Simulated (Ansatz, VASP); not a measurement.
## One calculation of MgZrC, two programs

Contents of INCAR:

```
ALGO     = Normal         # electronic algorithm
EDIFF    = 1E-6           # SCF threshold, eV
EDIFFG   = -0.01          # ionic threshold
ENCUT    = 600            # plane-wave cutoff, eV
GGA      = PE             # functional
IBRION   = 2              # ionic algorithm
ISIF     = 3              # what is computed and relaxed
ISMEAR   = 0              # smearing method
LASPH    = True           # aspherical terms in the spheres
LCHARG   = False          # write CHGCAR
LREAL    = False          # projectors in reciprocal space
LWAVE    = False          # write WAVECAR
NELM     = 100            # most SCF steps
NSW      = 100            # ionic steps
PREC     = Accurate       # precision mode
SIGMA    = 0.1            # smearing width, eV
```

KPOINTS

```
k-points
0
Gamma
  14 14 10
```

Contents of POSCAR:

```
MgZrC
1.0
    3.2689173066      0.0000000000      0.0000000000
    0.0000000000      3.2689173066      0.0000000000
    0.0000000000      0.0000000000      4.5123702002
Mg Zr C
1 1 1
Direct
    0.5000000000      0.5000000000      0.5000000000
    0.0000000000      0.0000000000      0.0000000000
    0.5000000000      0.5000000000      0.0000000000
```

Input for Ansatz:

```yaml
crystal:
  lattice:
    - [3.2689173066, 0.0, 0.0]
    - [0.0, 3.2689173066, 0.0]
    - [0.0, 0.0, 4.5123702002]
  atoms:
    - { symbol: Mg, position: [0.5, 0.5, 0.5] }
    - { symbol: Zr, position: [0.0, 0.0, 0.0] }
    - { symbol: C, position: [0.5, 0.5, 0.0] }
basis:
  ecutwfc: 420
kpoints:
  mp_grid: { grid: [14, 14, 10] }
hamiltonian:
  xc: pbe
scf:
  occupations: { method: gaussian, width: 0.1 }
output:
  forces: true
  stress: true
  eigenvalues: true
  write_density: true
  write_potential: true
  elf: true
  volumetric_format: npy
relax:
  adjacent_minimum: "off"
  f_tol: 0.01
  max_steps: 80
  cell: { stress_tol: 0.05 }
```

Change from the starting cell: species swapped into the TmCoC type (Pmmm, No. 47).

Alike in both runs: task relaxation of cell and atoms; functional PBE; k mesh 14 × 14 × 10; occupations gaussian, width 0.1 eV; no spin polarisation.

```csv
,VASP,Ansatz
version,VASP 6.6.1,Ansatz 0.2.0
potentials or method,"VASP PAW PBE potentials, release 64 (Mg, Zr_sv, C), cutoff 600 eV","scalar-relativistic, plane waves, PAW"
valence electrons in the cell,18,26
```

|  | VASP | Ansatz | Ansatz less VASP |
| --- | --- | --- | --- |
| gap on the k mesh at the Fermi level, each at its own relaxed structure (eV) | none | none | - |
| relaxed volume (Å³/atom) | 16.08 | 16.09 | +0.008 |
| relaxed cell length with the largest relative difference (Å) | 4.501 | 4.506 | +0.0048 |

A gap of «none» marks a metal or a gap that the smearing closes. VASP's potentials hold 18 valence electrons a cell and Ansatz's 26, so a difference there can come from the potentials and not from the codes.
